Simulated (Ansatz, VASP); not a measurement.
**One calculation of SrO, two programs**

```xyz
4
Lattice="3.5769 0.0000 0.0000 -1.7885 3.0977 0.0000 0.0000 0.0000 6.2426" Properties=species:S:1:pos:R:3 pbc="T T T"
Sr    0.0000    2.0652    1.5607
Sr    1.7885    1.0326    4.6820
O    -0.2850    0.0000    0.0000
O     0.2850    0.0000    3.1213
```

Change from the starting cell: mode 6 frozen in at -0.285 Å and mode 7 at +0.000 Å (largest displacements).

Alike in both runs: task single point; functional PBE; k mesh 9 × 9 × 4; occupations gaussian, width 0.05 eV; no spin polarisation.

|  | VASP | Ansatz |
| --- | --- | --- |
| version | VASP 6.6.1 | Ansatz 0.2.0 |
| potentials or method | VASP PAW PBE potentials, release 64 (Sr_sv, O), cutoff 520 eV | scalar-relativistic, plane waves, PAW |
| valence electrons in the cell | 32 | 32 |

|  | VASP | Ansatz | Ansatz less VASP |
| --- | --- | --- | --- |
| gap on the k mesh at the Fermi level (eV) | 3.14 | 3.15 | +0.003 |
| least direct gap on the mesh (eV) | 3.14 | 3.15 | +0.003 |
| pressure (GPa) | 2.8 | 2.2 | -0.59 |
| traceless stress, the component that is largest in VASP (GPa) | 0.38 | 0.39 | +0.011 |
| rms of the force components (eV/Å) | 0.315 | 0.295 | -0.0201 |

Atom by atom the forces differ by 0.020 eV/Å (rms over components). With one functional, cell and mesh, what is left measures potentials, basis and numerics.
